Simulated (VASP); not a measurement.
Write the native input for VASP 6.6.1 that does the following.

```yaml
Task: single point
Functional: PBE-based screened hybrid
Potentials_or_basis: VASP PAW PBE potentials, release 64 (Ge_d)
Cutoff: 520 eV
k_mesh: 4 × 4 × 4
Occupations: fermi-dirac, width 0.05 eV
Spin: no spin polarisation
Dipole_correction: no
Grid_for_exact_exchange_PRECFOCK: Normal
Share_of_exact_exchange: 0.5
Further_INCAR_settings: ALGO = Normal; EDIFF = 1e-06; NBANDS = 36
Screening_parameter: 0.2 1/Å
```

The system is Ge.

```
CELL_PARAMETERS angstrom
0.00000 2.88574 5.11566
2.63050 0.00000 5.11566
2.63050 2.88574 0.00000
ATOMIC_POSITIONS crystal
Ge 0.72649 0.27351 0.72649
Ge 0.27351 0.72649 0.27351
Ge 0.21813 0.21813 0.78187
Ge 0.78187 0.78187 0.21813
```

One way to write it, as run:

POSCAR

```
Ge
1.0
    0.0000000000      2.8857400000      5.1156650000
    2.6304970000      0.0000000000      5.1156650000
    2.6304970000      2.8857400000      0.0000000000
Ge
4
Direct
    0.7264900000      0.2735100000      0.7264900000
    0.2735100000      0.7264900000      0.2735100000
    0.2181330000      0.2181330000      0.7818670000
    0.7818670000      0.7818670000      0.2181330000
```

INCAR.step1

```
PREC     = Accurate       # precision mode
ENCUT    = 520            # plane-wave cutoff, eV
EDIFF    = 1E-5           # SCF threshold, eV
ISMEAR   = -1             # smearing method
SIGMA    = 0.05           # smearing width, eV
LREAL    = F              # projectors in reciprocal space
LASPH    = T              # aspherical terms in the spheres
NELM     = 80             # most SCF steps
ALGO     = Normal         # electronic algorithm
ISIF     = 2              # what is computed and relaxed
LWAVE    = T              # write WAVECAR
LCHARG   = F              # write CHGCAR
NBANDS   = 36             # bands
GGA      = PE             # functional
LUSENCCL = F
```

INCAR.step2

```
PREC     = Accurate       # precision mode
ENCUT    = 520            # plane-wave cutoff, eV
EDIFF    = 1E-6           # SCF threshold, eV
ISMEAR   = -1             # smearing method
SIGMA    = 0.05           # smearing width, eV
LREAL    = F              # projectors in reciprocal space
LASPH    = T              # aspherical terms in the spheres
NELM     = 80             # most SCF steps
ALGO     = Normal         # electronic algorithm
ISIF     = 2              # what is computed and relaxed
LWAVE    = F              # write WAVECAR
LCHARG   = F              # write CHGCAR
GGA      = PE             # functional
LHFCALC  = T              # exact exchange
AEXX     = 0.5            # exact-exchange fraction
HFSCREEN = 0.2            # screening, 1/A
PRECFOCK = Normal       
NBANDS   = 36             # bands
ISTART   = 1            
LUSENCCL = F
```

KPOINTS

```
Automatic mesh
0
Gamma
  4 4 4
```

Potentials or basis: VASP PAW PBE potentials, release 64 (Ge_d).

The run is started by

```console
$ cat potpaw_PBE.64/Ge_d/POTCAR > POTCAR
$ cp INCAR.step1 INCAR
$ mpirun -np 1 vasp_std > vasp.out
$ cp INCAR.step2 INCAR
$ mpirun -np 1 vasp_std > vasp.out
```

Results of the run:

- Pressure: -5.7 GPa
- Largest force: 0.339 eV/Å
- Band gap on the k mesh: zero (band 28 reaches 7.10 eV, above the bottom of band 29 at 3.73 eV)

Caveat: the k points lie up to 0.43 Å⁻¹ apart; the PAW data sets were made with another functional, which shifts forces and pressure a little.

Run time: 15 min on 1 × NVIDIA H100 80GB with 1 thread of AMD EPYC 7R13 Processor (Zen 3) (shared host), peak memory 1.2 GiB.
